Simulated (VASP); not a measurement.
Write the native input for VASP 6.6.1 that does the following.

```yaml
Task: single point
Functional: PBEsol
Potentials_or_basis: VASP PAW PBE potentials, release 64 (Zr_sv, S)
Cutoff: 520 eV
k_mesh: 12 × 12 × 12
Occupations: gaussian, width 0.15 eV
Spin: no spin polarisation
Dipole_correction: no
Further_INCAR_settings: ALGO = Normal; EDIFF = 1e-07; NBANDS = 32
```

The structure of Zr3S2 lies in POSCAR:

```
Zr3S2
1.0
    2.8645729391      1.6538619575      3.4346977122
   -2.8645729391      1.6538619575      3.4346977122
    0.0000000000     -3.3077239149      3.4346977123
Zr S
3 2
Direct
    0.1618381769      0.8381618231      0.5000000000
    0.5000000000      0.1618381769      0.8381618231
    0.8381618231      0.5000000000      0.1618381769
    0.3349612436      0.3349612436      0.3349612436
    0.6650387564      0.6650387564      0.6650387564
```

One way to write it, as run:

INCAR

```
SYSTEM = Zr3S2
PREC = Accurate ; ENCUT = 520
EDIFF = 1E-7 ; ISMEAR = 0
SIGMA = 0.15 ; LREAL = .False.
LASPH = .True. ; NELM = 60
ALGO = Normal ; ISIF = 2
LWAVE = .False. ; LCHARG = .True.
GGA = PS ; LELF = .True.
LVHAR = .True. ; NBANDS = 32
```

KPOINTS

```
regular mesh
0
Gamma
  12 12 12
  0 0 0
```

Potentials or basis: VASP PAW PBE potentials, release 64 (Zr_sv, S).

Command:

```sh
$ cat potpaw_PBE.64/Zr_sv/POTCAR potpaw_PBE.64/S/POTCAR > POTCAR
$ mpirun -np 1 vasp_std > vasp.out
```

Results of the run:

| Quantity | Value |
| --- | --- |
| Pressure | 0.1 GPa |
| Largest force | 0.013 eV/Å |
| Band gap on the k mesh | zero (bands 24 and 25 overlap by 0.34 eV) |

Caveat: the PAW data sets were made with another functional, which shifts forces and pressure a little.

Run time: 13 min on 1 thread of Intel Xeon 8259CL, with other jobs on the host, peak memory 0.54 GiB.
